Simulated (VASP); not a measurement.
A run of VASP 6.6.1:

INCAR

```
  PREC = Accurate
  ENCUT = 520
  EDIFF = 1E-6
  ISMEAR = 0
  SIGMA = 0.05
  LREAL = False
  LASPH = True
  NELM = 60
  ALGO = Normal
  ISIF = 2
  LWAVE = False
  LCHARG = False
  GGA = PE
  NBANDS = 16
```

The input KPOINTS:

```
regular mesh
0
Gamma
  12 12 6
```

Contents of POSCAR:

```
BN
1.0
    2.7454850718      0.0000000000      0.0000000000
   -1.3727425359      2.3776598179      0.0000000000
    0.0000000000      0.0000000000      4.2268550000
B N
2 2
Direct
    0.6666666667      0.3333333333      0.9997240000
    0.3333333333      0.6666666667      0.4997240000
    0.6666666667      0.3333333333      0.6252760000
    0.3333333333      0.6666666667      0.1252760000
```

Potentials or basis: VASP PAW PBE potentials, release 64 (B, N).

The run is started by

```sh
$ cat potpaw_PBE.64/B/POTCAR potpaw_PBE.64/N/POTCAR > POTCAR
$ mpirun -np 1 vasp_std > vasp.out
```

Hardware: 1 thread of Intel(R) Xeon(R) 6975P-C (Granite Rapids), with other jobs on the host.

Q: How long does it take, and how much memory?

A: Run time: 15 s on 1 thread of Intel(R) Xeon(R) 6975P-C (Granite Rapids), on a shared host, peak memory 0.14 GiB. Counts: scf iterations 13, k points 76.
